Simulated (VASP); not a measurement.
# Ta (P6_3/mmc) in VASP: a series of runs, part 2 of 2

VASP 6.6.1. Earlier steps stand in the parts before.

## (4) Relaxation of cell and atoms, LDA, target pressure 20 GPa, at which the enthalpy is minimised

Input file INCAR:

```
SYSTEM = Ta
PREC = Accurate
ENCUT = 600
EDIFF = 1E-6
ISMEAR = 0
SIGMA = 0.1
LREAL = .False.
LASPH = .True.
NELM = 60
ALGO = Normal
ISIF = 3
LWAVE = .False.
LCHARG = .False.
IBRION = 2
NSW = 60
EDIFFG = -0.02
PSTRESS = 200.0
```

Input file KPOINTS:

```
Automatic mesh
0
Gamma
  7 7 4
  0 0 0
```

Input file POSCAR:

```
Ta
1.0
    2.9003720000      0.0000000000      0.0000000000
   -1.4501860000      2.5117960000      0.0000000000
    0.0000000000      0.0000000000      5.1662740000
Ta
2
Direct
    0.6666666667      0.3333333333      0.7500000000
    0.3333333333      0.6666666667      0.2500000000
```

Launch:

```console
$ cat potpaw_LDA.64/Ta_pv/POTCAR > POTCAR
$ mpirun -np 1 vasp_std > vasp.out
```

Wall time 2.9 min (1 thread of Intel Xeon 8259CL, shared host); peak memory 0.16 GiB.

Results (log left out):

```
Free energy                                                : -24.8458 eV
Relaxed volume                                             : 16.37 Å³/atom
Relaxed cell                                               : a = 2.772 Å, b = 2.772 Å, c = 4.921 Å, α = 90.00°, β = 90.00°, γ = 120.00°
Space group after relaxing (to 0.1 Å)                      : P6_3/mmc (No. 194)
Energy change on relaxing (the run minimises the enthalpy) : +46.7 meV/atom
Ionic steps                                                : 9
Pressure after relaxing                                    : 20.0 GPa
Band gap on the k mesh                                     : zero (bands 11 and 12 overlap by 2.67 eV)
```

Stress tensor (GPa, compression positive):
```
20.00  0.00  0.00
 0.00 20.00  0.00
 0.00  0.00 20.15
```

The path:
```tsv
step	energy change (eV)	largest force (eV/Å)	pressure (GPa)	volume (Å³)
1	0.0000	0.0000	-10.72	37.64
2	8.1699	0.0000	280.03	21.21
3	0.0152	0.0000	14.08	33.48
4	0.0641	0.0000	18.03	32.99
5	0.0918	0.0000	19.93	32.76
6	0.1036	0.0000	20.71	32.66
7	0.0680	0.0000	18.27	32.95
8	0.0916	0.0000	19.89	32.76
9	0.0934	0.0000	20.05	32.74
```

Final structure:
```
CELL_PARAMETERS angstrom
2.77194 0.00000 0.00000
-1.38597 2.40057 0.00000
0.00000 0.00000 4.92050
ATOMIC_POSITIONS crystal
Ta 0.66667 0.33333 0.75000
Ta 0.33333 0.66667 0.25000
```

Levels at points of the mesh, in eV from the Fermi level:
```csv
k point,band 7,band 8,band 9,band 10,band 11,band 12,band 13,band 14,band 15
"(0.00, 0.00, 0.00)",-8.59,-5.32,-0.75,0.54,0.54,0.59,1.24,1.24,3.32
"(0.00, 0.00, 0.50)",-6.50,-6.50,-1.28,-1.28,0.60,0.60,0.60,0.60,5.11
```

Caveat: the cell is relaxed towards a set pressure, so the run minimises the enthalpy, not the energy; spin-orbit coupling is left out, which moves the levels of the heavy elements.

## (5) Relaxation of cell and atoms, LDA, target pressure 30 GPa, at which the enthalpy is minimised

Input file INCAR:

```
PREC = Accurate
ENCUT = 600
EDIFF = 1E-6
ISMEAR = 0
SIGMA = 0.1
LREAL = F
LASPH = T
NELM = 60
ALGO = Normal
ISIF = 3
LWAVE = F
LCHARG = F
IBRION = 2
NSW = 60
EDIFFG = -0.02
PSTRESS = 300.0
```

Input file KPOINTS:

```
Automatic mesh
0
Gamma
  7 7 4
```

POSCAR is that of step 4.

Potentials or basis: VASP PAW LDA potentials, release 64 (Ta_pv).

Launch:

```console
$ cat potpaw_LDA.64/Ta_pv/POTCAR > POTCAR
$ mpirun -np 1 vasp_std > vasp.out
```

OUTCAR:

```text
PREC = Accurate
   ENCUT = 600
   EDIFF = 1E-6
   ISMEAR = 0
   LREAL = F
   LASPH = T
   NELM = 60
   ISIF = 3
   IBRION = 2
   NSW = 60
   EDIFFG = -0.02
   PSTRESS = 300.0

 ion  position               nearest neighbor table
   1  0.667  0.333  0.750-   2 3.08   2 3.08   2 3.08   2 3.08   2 3.08   2 3.08
   2  0.333  0.667  0.250-   1 3.08   1 3.08   1 3.08   1 3.08   1 3.08   1 3.08

  LATTYP: Found a hexagonal cell.
 ALAT       =     2.9003720000
 C/A-ratio  =     1.7812453023

  Lattice vectors:

 A1 = (   2.9003720000,   0.0000000000,   0.0000000000)
 A2 = (  -1.4501860000,   2.5117960000,   0.0000000000)
 A3 = (   0.0000000000,   0.0000000000,   5.1662740000)

Analysis of symmetry for initial positions (statically):
=====================================================================
 Subroutine PRICEL returns:
 Original cell was already a primitive cell.

 Routine SETGRP: Setting up the symmetry group for a
 hexagonal supercell.

 Subroutine GETGRP returns: Found 24 space group operations
 (whereof 12 operations were pure point group operations)
 out of a pool of 24 trial point group operations.

The static configuration has the point symmetry D_3d.
 The point group associated with its full space group is D_6h.

Analysis of symmetry for dynamics (positions and initial velocities):
=====================================================================
 Subroutine PRICEL returns:
 Original cell was already a primitive cell.

 Routine SETGRP: Setting up the symmetry group for a
 hexagonal supercell.

 Subroutine GETGRP returns: Found 24 space group operations
 (whereof 12 operations were pure point group operations)
 out of a pool of 24 trial point group operations.

The dynamic configuration has the point symmetry D_3d.
 The point group associated with its full space group is D_6h.

 Subroutine INISYM returns: Found 24 space group operations
 (whereof 12 operations are pure point group operations),
 and found     1 'primitive' translations

----------------------------------------------------------------------------------------

                                     Primitive cell
[... 138 lines left out ...]
  free energy    TOTEN  =       -24.93920387 eV

  energy without entropy =      -24.92358939  energy(sigma->0) =      -24.93139663

------------------------ aborting loop because EDIFF is reached ----------------------------------------

  FORCE on cell =-STRESS in cart. coord.  units (eV):
  Direction    XX          YY          ZZ          XY          YZ          ZX
  --------------------------------------------------------------------------------------
  -------------------------------------------------------------------------------------
  Total       -2.4860120     -2.4860123     -2.5809346      0.0000000     -0.0000000     -0.0000000
  in kB     -105.8274401   -105.8274542   -109.8682191      0.0000000     -0.0000000     -0.0000000
  external PRESSURE =    -407.1743711 kB  Pullay stress =     300.0000000 kB
[... 25 lines left out ...]
--------------------------------------- Ionic step        2  -------------------------------------------

 number of electron      22.0000001 magnetization

 E-fermi :  14.6951     XC(G=0): -17.0380

 val. band max:       14.6641205670   @ k =   0.1429  -0.0000   0.0000
 cond. band min:      14.7587214945   @ k =   0.4286   0.0000   0.0000
 fundamental gap:      0.0946009275
 Fermi energy:        14.6950749027

 k-point     1 :       0.0000    0.0000    0.0000
  band No.  band energies     occupation
      1     -25.0341      2.00000
      2     -16.9922      2.00000
      3     -16.4933      2.00000
      4     -16.4933      2.00000
      5     -15.7176      2.00000
      6     -15.7176      2.00000
      7       5.2833      2.00000
      8       6.0744      2.00000
      9      10.9105      2.00000
     10      13.4060      2.00000
     11      13.4060      2.00000
     12      15.0641      0.00000
     13      15.0641      0.00000
     14      19.2032      0.00000
[... 484 lines left out ...]
  energy  without entropy=      -24.8339813354  energy(sigma->0) =      -24.83982012

  enthalpy is  TOTEN    =       -18.7148771413 eV   P V=        6.1307817622

[... ionic steps 4 to 7 ...]

--------------------------------------- Ionic step        8  -------------------------------------------

 number of electron      22.0000001 magnetization

------------------------ aborting loop because EDIFF is reached ----------------------------------------
[... 71 lines left out ...]
--------------------------------------- Ionic step       10  -------------------------------------------

 number of electron      22.0000001 magnetization

 Free energy of the ion-electron system (eV)
  ---------------------------------------------------
  ext. energy  EPLUGINS =         0.00000000
  ---------------------------------------------------
  free energy    TOTEN  =       -24.67488543 eV

  energy without entropy =      -24.66544808  energy(sigma->0) =      -24.67016676

 E-fermi :   6.9610     XC(G=0): -13.4567

 val. band max:        6.8882490865   @ k =   0.1429  -0.0000   0.5000
 cond. band min:       7.0016328179   @ k =   0.4286   0.1429   0.0000
 fundamental gap:      0.1133837313
 Fermi energy:         6.9610183647

 k-point     1 :       0.0000    0.0000    0.0000
  band No.  band energies     occupation
      1     -27.4938      2.00000
      2     -25.9975      2.00000
      3     -25.8651      2.00000
      4     -25.8651      2.00000
      5     -25.7181      2.00000
      6     -25.7181      2.00000
      7      -1.7643      2.00000
      8       1.4873      2.00000
      9       6.1268      2.00000
     10       7.4690      0.00000
     11       7.4690      0.00000
     12       7.6908      0.00000
     13       8.1954      0.00000
     14       8.1954      0.00000
[... 446 lines left out ...]
  energy  without entropy=      -24.6654480787  energy(sigma->0) =      -24.67016676

  enthalpy is  TOTEN    =       -18.7501040191 eV   P V=        5.9247814143

 reached required accuracy - stopping structural energy minimisation
```

CONTCAR:

```text
Ta
   1.00000000000000
     2.7404452183824111    0.0000000000000000   -0.0000000000000000
    -1.3702226091912055    2.3732953712194900    0.0000000000000000
    -0.0000000000000000   -0.0000000000000000    4.8650660735335087
  Ta
     2
Direct
     0.6666666667000030    0.3333333332999970    0.7500000000000000
     0.3333333332999970    0.6666666667000030    0.2500000000000000

  0.00000000E+00  0.00000000E+00  0.00000000E+00
  0.00000000E+00  0.00000000E+00  0.00000000E+00
```

Wall time 3.3 min (1 thread of Intel Xeon 8259CL, shared host); peak memory 0.16 GiB.

What came out:

```
Free energy                                                : -24.6749 eV
Relaxed volume                                             : 15.82 Å³/atom
Relaxed cell                                               : a = 2.740 Å, b = 2.740 Å, c = 4.865 Å, α = 90.00°, β = 90.00°, γ = 120.00°
Space group after relaxing (to 0.1 Å)                      : P6_3/mmc (No. 194)
Energy change on relaxing (the run minimises the enthalpy) : +132.2 meV/atom
Ionic steps                                                : 10
Pressure after relaxing                                    : 30.0 GPa
Band gap on the k mesh                                     : zero (bands 11 and 12 overlap by 2.90 eV)
```

Step by step:
```tsv
step	energy change (eV)	largest force (eV/Å)	pressure (GPa)	volume (Å³)
1	0.0000	0.0000	-10.72	37.64
2	18.9959	0.0000	623.85	17.13
3	0.0935	0.0000	20.02	32.74
4	0.1767	0.0000	25.20	32.15
5	0.2651	0.0000	30.10	31.64
6	0.2443	0.0000	28.93	31.75
7	0.2460	0.0000	29.02	31.74
8	0.2456	0.0000	29.00	31.74
9	0.2572	0.0000	29.62	31.68
10	0.2643	0.0000	29.99	31.64
```

Final structure:
```yaml
crystal:
  lattice:
    - [2.74045, 0.00000, 0.00000]
    - [-1.37022, 2.37330, 0.00000]
    - [0.00000, 0.00000, 4.86507]
  atoms:
    - { symbol: Ta, position: [0.66667, 0.33333, 0.75000] }
    - { symbol: Ta, position: [0.33333, 0.66667, 0.25000] }
```

Caveat: the cell is relaxed towards a set pressure, so the run minimises the enthalpy, not the energy; the volume moved by over 15 % at a fixed basis, so the end points are rough; spin-orbit coupling is left out, which moves the levels of the heavy elements.

## (6) Summary

```csv
cell,gap on the mesh (eV),pressure (GPa)
relaxed,none,0.0
relaxed to 10 GPa,none,10.0
relaxed to 20 GPa,none,20.0
relaxed to 30 GPa,none,30.0
```

Alike in all rows: task relaxation of cell and atoms; level LDA; potentials or basis VASP PAW LDA potentials, release 64 (Ta_pv); no spin polarisation; k mesh 7 × 7 × 4; cutoff (eV) 600; smearing gaussian 0.1 eV.

Caveats: spin-orbit coupling is left out, which moves the levels of the heavy elements; the cell is relaxed towards a set pressure, so the run minimises the enthalpy, not the energy (at least some runs); the volume moved by over 15 % at a fixed basis, so the end points are rough (at least some runs).

Total energies depend on the potentials used, so only differences within one code and one set of settings carry meaning.

The gap in the log of VASP goes by the Fermi energy; the results here count the filled bands.